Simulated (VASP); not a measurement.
# Sb (R-3m) in VASP: notebook, part 2 of 2

VASP 6.6.1. The steps go on from the part before.

### 4 Single point, RPBE

INCAR reads:

```
SYSTEM = Sb
PREC = Accurate
ENCUT = 520
EDIFF = 1E-6
ISMEAR = -1
SIGMA = 0.05
LREAL = .False.
LASPH = .True.
NELM = 100
ALGO = Normal
ISIF = 2
LWAVE = .False.
LCHARG = .False.
GGA = RP
NBANDS = 12
```

KPOINTS reads:

```
regular mesh
0
Gamma
  4 4 4
  0 0 0
```

POSCAR reads:

```
Sb
1.0
    2.1542000000      1.2437279499      3.7580000000
   -2.1542000000      1.2437279499      3.7580000000
    0.0000000000     -2.4874558998      3.7580000000
Sb
2
Direct
    0.7665100000      0.7665100000      0.7665100000
    0.2334900000      0.2334900000      0.2334900000
```

Potentials or basis: VASP PAW PBE potentials, release 64 (Sb).

Launch:

```bash
> cat potpaw_PBE.64/Sb/POTCAR > POTCAR
> mpirun -np 1 vasp_std > vasp.out
```

OUTCAR:

```text
SYSTEM = Sb
   PREC = Accurate
   ENCUT = 520
   EDIFF = 1E-6
   ISMEAR = -1
   LREAL = .False.
   LASPH = .True.
   NELM = 100
   ISIF = 2
   GGA = RP

 ion  position               nearest neighbor table
   1  0.767  0.767  0.767-   2 2.91   2 2.91   2 2.91   2 3.35   2 3.35   2 3.35
   2  0.233  0.233  0.233-   1 2.91   1 2.91   1 2.91   1 3.35   1 3.35   1 3.35

  LATTYP: Found a trigonal (rhomboedric) cell.
 ALAT       =     4.5066618304
 COS(alpha) =     0.5430253624

  Lattice vectors:

 A1 = (   2.1542000000,   1.2437279499,   3.7580000000)
 A2 = (  -2.1542000000,   1.2437279499,   3.7580000000)
 A3 = (   0.0000000000,  -2.4874558998,   3.7580000000)

Analysis of symmetry for initial positions (statically):
=====================================================================
 Subroutine PRICEL returns:
 Original cell was already a primitive cell.

 Routine SETGRP: Setting up the symmetry group for a
 trigonal (rhombohedral) supercell.

 Subroutine GETGRP returns: Found 12 space group operations
 (whereof 12 operations were pure point group operations)
 out of a pool of 12 trial point group operations.

The static configuration has the point symmetry D_3d.

Analysis of symmetry for dynamics (positions and initial velocities):
=====================================================================
 Subroutine PRICEL returns:
 Original cell was already a primitive cell.

 Routine SETGRP: Setting up the symmetry group for a
 trigonal (rhombohedral) supercell.

 Subroutine GETGRP returns: Found 12 space group operations
 (whereof 12 operations were pure point group operations)
 out of a pool of 12 trial point group operations.

The dynamic configuration has the point symmetry D_3d.

 Subroutine INISYM returns: Found 12 space group operations
 (whereof 12 operations are pure point group operations),
 and found     1 'primitive' translations

----------------------------------------------------------------------------------------

                                     Primitive cell

  volume of cell :      60.4115

  direct lattice vectors                    reciprocal lattice vectors
     2.154200000  1.243727950  3.758000000     0.232104726  0.134005726  0.088699663
    -2.154200000  1.243727950  3.758000000    -0.232104726  0.134005726  0.088699663
     0.000000000 -2.487455900  3.758000000     0.000000000 -0.268011452  0.088699663

  length of vectors
     4.506661830  4.506661830  4.506661830     0.282307932  0.282307932  0.282307932

  position of ions in fractional coordinates (direct lattice)
     0.766510000  0.766510000  0.766510000
     0.233490000  0.233490000  0.233490000

  ion indices of the primitive-cell ions
   primitive index   ion index
                 1           1
                 2           2

----------------------------------------------------------------------------------------

 KPOINTS: regular mesh

Automatic generation of k-mesh.
 Grid dimensions read from file:
 generate k-points for:    4    4    4

 Generating k-lattice:

  Cartesian coordinates                     Fractional coordinates (reciprocal lattice)
[... 28 lines left out ...]
 -0.250000  0.500000  0.250000      6.000000
  0.500000  0.500000  0.500000      1.000000
   k-points           NKPTS =     13   k-points in BZ     NKDIM =     13   number of bands    NBANDS=     12
   number of dos      NEDOS =    301   number of ions     NIONS =      2
   total plane-waves  NPLWV =  46656
   dimension x,y,z NGX =    36 NGY =   36 NGZ =   36
   dimension x,y,z NGXF=    72 NGYF=   72 NGZF=   72
   ions per type =               2
   NGX,Y,Z   is equivalent  to a cutoff of  13.28, 13.28, 13.28 a.u.
   NGXF,Y,Z  is equivalent  to a cutoff of  26.56, 26.56, 26.56 a.u.
 SYSTEM =  Sb
   PREC   = accura    normal or accurate (medium, high low for compatibility)
   ISTART =      0    job   : 0-new  1-cont  2-samecut
   ICHARG =      2    charge: 1-file 2-atom 10-const
   ISPIN  =      1    spin polarized calculation?
   LNONCOLLINEAR =      F non collinear calculations
   LSORBIT =      F    spin-orbit coupling
   LASPH  =      T    aspherical Exc in radial PAW
   ENCUT  =  520.0 eV  38.22 Ry    6.18 a.u.   8.38  8.38  8.38*2*pi/ulx,y,z
   NELM   =    100;   NELMIN=  2; NELMDL= -5     # of ELM steps
   EDIFF  = 0.1E-05   stopping-criterion for ELM
   LREAL  =      F    real-space projection
   EDIFFG = 0.1E-04   stopping-criterion for IOM
   NSW    =      0    number of steps for IOM
   IBRION =     -1    ionic relax: 0-MD 1-quasi-New 2-CG
   NFREE  =      0    steps in history (QN), initial steepest desc. (CG)
   ISIF   =      2    stress and relaxation
   ISYM   =      2    0-nonsym 1-usesym 2-fastsym
   POTIM  = 0.5000    time-step for ionic-motion
   TEBEG  =    0.0;   TEEND  =   0.0 temperature during run
   PSTRESS=    0.0 pullay stress
   NELECT =      10.0000    total number of electrons
   NUPDOWN=      -1.0000    fix difference up-down
   EMIN   =  10.00;   EMAX   =-10.00  energy-range for DOS
   EFERMI =   0.00;   METHOD = LEGACY
   ISMEAR =    -1;   SIGMA  =   0.05  broadening in eV -4-tet -1-fermi 0-gaus
   EFERMI_NEDOS =   21; number of points for ismear=-14 and -15
   IALGO  =     38    algorithm
   IMIX   =      4    mixing-type and parameters
     AMIX     =   0.40;   BMIX     =  1.00
     AMIX_MAG =   1.60;   BMIX_MAG =  1.00
  volume/ion in A,a.u.               =      30.21       203.84
  Fermi-wavevector in a.u.,A,eV,Ry     =   0.898880  1.698637 10.993305  0.807985
  Thomas-Fermi vector in A             =   2.021644
   LORBIT       =      0    0 simple, 1 ext, 2 COOP (PROOUT), +10 PAW based schemes
   GGA     = RP    functional components
   LHFCALC =     F    Hartree Fock is set to
   AEXX    =    0.0000 exact exchange contribution
   IVDW    =     0    specifies the selected vdW correction
   LEPSILON=     F    determine dielectric tensor
   LRPA    =     F    only Hartree local field effects (RPA)
 non-spin polarized calculation
  energy-cutoff  :      520.00
  volume of cell :       60.41
 maximum number of plane-waves:      1636
 NGX is ok and might be reduce to    36
   NGX = 17   NGY = 17   NGZ = 17

 number of electron      10.0000000 magnetization

 Free energy of the ion-electron system (eV)
  ---------------------------------------------------
  ext. energy  EPLUGINS =         0.00000000
  ---------------------------------------------------
  free energy    TOTEN  =        -7.54782054 eV

  energy without entropy =       -7.54268156  energy(sigma->0) =       -7.54525105

 E-fermi :   7.1563     XC(G=0):  -9.4604

 val. band max:        7.0915601133   @ k =   0.5000  -0.0000   0.0000
 cond. band min:       7.2188814994   @ k =   0.5000  -0.0000   0.0000
 fundamental gap:      0.1273213861
 Fermi energy:         7.1563468856

 k-point     1 :       0.0000    0.0000    0.0000
  band No.  band energies     occupation
      1      -5.3154      2.00000
      2       2.6331      2.00000
      3       5.3152      2.00000
      4       5.5876      2.00000
      5       5.5876      2.00000
      6       9.4798      0.00000
      7      10.0960      0.00000
      8      10.0960      0.00000
      9      12.4611      0.00000
     10      12.4611      0.00000
     11      12.6126      0.00000
     12      14.0336      0.00000
[... 166 lines left out ...]
 k-point    13 :       0.5000    0.5000    0.5000
  band No.  band energies     occupation
      1      -3.7721      2.00000
      2      -1.5853      2.00000
      3       6.0732      2.00000
      4       6.0732      2.00000
      5       6.9714      1.95168
      6       7.5191      0.00141
      7       7.5191      0.00141
      8       8.5170      0.00000
      9      14.4254      0.00000
     10      16.0090      0.00000
     11      16.0090      0.00000
     12      16.5021      0.00000

------------------------ aborting loop because EDIFF is reached ----------------------------------------

  FORCE on cell =-STRESS in cart. coord.  units (eV):
  Direction    XX          YY          ZZ          XY          YZ          ZX
  --------------------------------------------------------------------------------------
  -------------------------------------------------------------------------------------
  Total        1.7174090      1.7174090      1.2160166      0.0000000      0.0000000      0.0000000
  in kB       45.5475355     45.5475355     32.2500677      0.0000000      0.0000000      0.0000000
  external PRESSURE =      41.1150463 kB  Pullay stress =       0.0000000 kB

 VOLUME and BASIS-vectors are now :
 -----------------------------------------------------------------------------
  energy-cutoff  :      520.00
  volume of cell :       60.41
      direct lattice vectors                 reciprocal lattice vectors
     2.154200000  1.243727950  3.758000000     0.232104726  0.134005726  0.088699663
    -2.154200000  1.243727950  3.758000000    -0.232104726  0.134005726  0.088699663
     0.000000000 -2.487455900  3.758000000     0.000000000 -0.268011452  0.088699663

 POSITION                                       TOTAL-FORCE (eV/Angst)
 -----------------------------------------------------------------------------------
      0.00000      0.00000      8.64163         0.000000      0.000000      0.006293
      0.00000      0.00000      2.63237         0.000000     -0.000000     -0.006293
 -----------------------------------------------------------------------------------
    total drift:                                0.000000      0.000000     -0.000000

  FREE ENERGIE OF THE ION-ELECTRON SYSTEM (eV)
  ---------------------------------------------------
  free  energy   TOTEN  =        -7.5478205389 eV

  energy  without entropy=       -7.5426815565  energy(sigma->0) =       -7.54525105
```

stdout:

```text
POSCAR found type information on POSCAR Sb
 POSCAR found :  1 types and       2 ions
 scaLAPACK will be used
 -----------------------------------------------------------------------------
|                                                                             |
|                                                                             |
|     You enforced a specific xc type in the INCAR file but a different       |
|     I HOPE YOU KNOW WHAT YOU ARE DOING!                                     |
|                                                                             |
 -----------------------------------------------------------------------------

 LDA part: xc-table for (Slater+PW92), standard interpolation
 POSCAR, INCAR and KPOINTS ok, starting setup
 FFT: planning ... GRIDC
 FFT: planning ... GRID_SOFT
 FFT: planning ... GRID
 WAVECAR not read
 entering main loop
```

Wall time 16 s (1 thread of AMD EPYC 7R43 (Zen 3), shared host); peak memory 0.15 GiB.

Results:

- Free energy: -7.5478 eV
- Pressure: 4.1 GPa
- Largest force: 0.006 eV/Å
- Band gap on the k mesh: 0.13 eV, direct

Forces on the atoms (eV/Å):
```
Sb   0.000  0.000  0.006
Sb   0.000  0.000 -0.006
```

Caveat: the k points lie up to 0.44 Å⁻¹ apart; the PAW data sets were made with another functional, which shifts forces and pressure a little; spin-orbit coupling is left out, which moves the levels of the heavy elements. A k mesh can miss the band edges.

### 5 Single point, revPBE

INCAR reads:

```
PREC = Accurate
ENCUT = 520
EDIFF = 1E-6
ISMEAR = -1
SIGMA = 0.05
LREAL = False
LASPH = True
NELM = 60
ALGO = Normal
ISIF = 2
LWAVE = False
LCHARG = True
GGA = RE
LELF = True
LVHAR = True
NBANDS = 12
```

KPOINTS reads:

```
Automatic mesh
0
Gamma
  4 4 4
```

POSCAR is that of step 4.

Launch:

```bash
> cat potpaw_PBE.64/Sb/POTCAR > POTCAR
> mpirun -np 1 vasp_std > vasp.out
```

It took 21 s on 1 thread of AMD EPYC 7R43 (Zen 3), shared host; peak memory 0.15 GiB.

Results (log left out):

| Property | Result |
| --- | --- |
| Free energy | -7.6576 eV |
| Pressure | 3.7 GPa |
| Largest force | 0.016 eV/Å |
| Band gap on the k mesh | 0.12 eV, direct |

Forces in eV/Å, atoms in the order of the input:
```
Sb   0.000  0.000  0.016
Sb   0.000  0.000 -0.016
```

Stress tensor (GPa, compression positive):
```
4.19 0.00 0.00
0.00 4.19 0.00
0.00 0.00 2.85
```

Levels at points of the mesh, in eV from the valence-band top:
```tsv
k point	band 1	band 2	band 3	band 4	band 5	band 6	band 7	band 8	band 9	band 10
(0.00, 0.00, 0.00)	-12.41	-4.47	-1.78	-1.50	-1.50	2.39	3.00	3.00	5.37	5.37
(0.50, 0.00, 0.00)	-10.05	-9.32	-1.64	-1.53	0.00	0.12	0.50	0.79	7.88	8.49
(0.50, 0.50, 0.00)	-10.04	-7.68	-5.14	-3.46	-3.37	1.84	5.25	5.83	7.26	8.95
(0.50, 0.50, 0.50)	-10.87	-8.68	-1.02	-1.02	-0.13	0.43	0.43	1.42	7.32	8.93
```

Caveat: the k points lie up to 0.44 Å⁻¹ apart; the PAW data sets were made with another functional, which shifts forces and pressure a little; spin-orbit coupling is left out, which moves the levels of the heavy elements.

### 6 Single point, BLYP

INCAR reads:

```
PREC = Accurate ; ENCUT = 520
EDIFF = 1E-7 ; ISMEAR = -1
SIGMA = 0.05 ; LREAL = F
LASPH = T ; NELM = 100
ALGO = Normal ; ISIF = 2
LWAVE = F ; LCHARG = T
GGA = B5 ; ALDAX = 1.0
AGGAX = 1.0 ; AGGAC = 1.0
ALDAC = 0.0 ; LELF = T
LVHAR = T ; NBANDS = 12
```

KPOINTS reads:

```
regular mesh
0
Gamma
  4 4 4
```

POSCAR is that of step 5.

Potentials or basis: VASP PAW PBE potentials, release 64 (Sb).

Launch:

```bash
> cat potpaw_PBE.64/Sb/POTCAR > POTCAR
> mpirun -np 1 vasp_std > vasp.out
```

Wall time 44 s (1 thread of AMD EPYC 7R43 (Zen 3), shared host); peak memory 0.15 GiB.

It converged, with:

```
Free energy            : -6.7284 eV
Pressure               : 7.2 GPa
Largest force          : 0.017 eV/Å
Band gap on the k mesh : 0.18 eV, direct
```

Forces in eV/Å, atoms in the order of the input:
```
Sb   0.000  0.000  0.017
Sb   0.000  0.000 -0.017
```

Stress tensor (GPa, compression positive):
```
7.65 0.00 0.00
0.00 7.65 0.00
0.00 0.00 6.39
```

Levels at points of the mesh, in eV from the valence-band top:
```
           k point  band 3  band 4  band 5  band 6  band 7  band 8
(0.00, 0.00, 0.00)   -1.78   -1.53   -1.53    2.42    2.97    2.97
(0.50, 0.00, 0.00)   -1.63   -1.52    0.00    0.18    0.58    0.81
(0.50, 0.50, 0.00)   -5.06   -3.42   -3.33    2.11    5.14    5.80
(0.50, 0.50, 0.50)   -1.01   -1.01   -0.09    0.44    0.44    1.45
```

Caveat: the k points lie up to 0.44 Å⁻¹ apart; the PAW data sets were made with another functional, which shifts forces and pressure a little; spin-orbit coupling is left out, which moves the levels of the heavy elements.

### 7 Summary

| level | gap on the mesh (eV) | pressure (GPa) | largest force (eV/Å) |
| --- | --- | --- | --- |
| PBE | 0.10 | 2.8 | 0.04 |
| PBEsol | 0.07 | 0.3 | 0.10 |
| RPBE | 0.13 | 4.1 | 0.01 |
| revPBE | 0.12 | 3.7 | 0.02 |
| BLYP | 0.18 | 7.2 | 0.02 |

Alike in all rows: task single point; potentials or basis VASP PAW PBE potentials, release 64 (Sb); no spin polarisation; cell as given; k mesh 4 × 4 × 4; cutoff (eV) 520; smearing fermi-dirac 0.05 eV.

Caveats: all runs use coarse meshes; spin-orbit coupling is left out, which moves the levels of the heavy elements; the PAW data sets were made with another functional, which shifts forces and pressure a little (some runs).

Absolute energies hang on the potentials; compare differences alone.
